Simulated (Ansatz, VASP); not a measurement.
Two plane-wave programs on SiC

Contents of INCAR:

```
ALGO = Normal ; EDIFF = 1E-6
ENCUT = 520 ; GGA = PE
ISIF = 2 ; ISMEAR = -1
LASPH = T ; LCHARG = T
LELF = T ; LREAL = F
LVHAR = T ; LWAVE = F
NBANDS = 11 ; NELM = 60
PREC = Accurate ; SIGMA = 0.02
```

The input KPOINTS:

```
k-points
0
Gamma
  10 10 10
```

File POSCAR:

```
SiC
1.0
    0.0697494702      2.1606797213      2.1606797213
    2.1606797213      0.0697494702      2.1606797213
    2.1606797213      2.1606797213      0.0697494702
Si C
1 1
Direct
    0.0017486237      0.0017486237      0.0017486237
    0.2482513763      0.2482513763      0.2482513763
```

Input for Ansatz:

```yaml
crystal:
  lattice:
    - [0.0697494702, 2.1606797213, 2.1606797213]
    - [2.1606797213, 0.0697494702, 2.1606797213]
    - [2.1606797213, 2.1606797213, 0.0697494702]
  atoms:
    - { symbol: Si, position: [0.0017486237, 0.0017486237, 0.0017486237] }
    - { symbol: C, position: [0.2482513763, 0.2482513763, 0.2482513763] }
kpoints:
  mp_grid: { grid: [10, 10, 10] }
  band_path:
    path:
      - [0.0, 0.0, 0.0]
      - [-0.5, -0.5, 0.0]
      - [-0.375, -0.375, 0.25]
      - [-0.375, 0.0, 0.375]
      - [0.0, 0.0, 0.5]
      - [-0.5, -0.25, 0.25]
      - [0.0, 0.5, 0.5]
    npoints: 1
hamiltonian:
  xc: pbe
scf:
  occupations: { method: fermi_dirac, width: 0.02 }
  n_extra_bands: 4
output:
  forces: true
  stress: true
  eigenvalues: true
  write_density: true
  write_potential: true
  elf: true
  volumetric_format: npy
```

Change from the starting cell: epitaxial_111 strain -4.0%.

Alike in both runs: task single point; functional PBE; k mesh 10 × 10 × 10; occupations fermi-dirac, width 0.02 eV; no spin polarisation.

|  | VASP | Ansatz |
| --- | --- | --- |
| version | VASP 6.6.1 | Ansatz 0.2.0 |
| potentials or method | VASP PAW PBE potentials, release 64 (Si, C) | plane waves, PAW |
| plane-wave cutoff (eV) | 520 | 420 |
| valence electrons in the cell | 8 | 8 |

Ansatz gave:

```
gap on the k mesh at the Fermi level (eV)                     : 1.02
pressure (GPa)                                                : 23.0
traceless stress, the component that is largest in VASP (GPa) : -9.28
rms of the force components (eV/Å)                            : 0.034
```

Problem. Estimate VASP's values.

Solution. gap on the k mesh at the Fermi level (eV): 1.02; pressure (GPa): 22.9; traceless stress, the component that is largest in VASP (GPa): -9.33; rms of the force components (eV/Å): 0.034.

Atom by atom the forces differ by 0.001 eV/Å (rms over components).
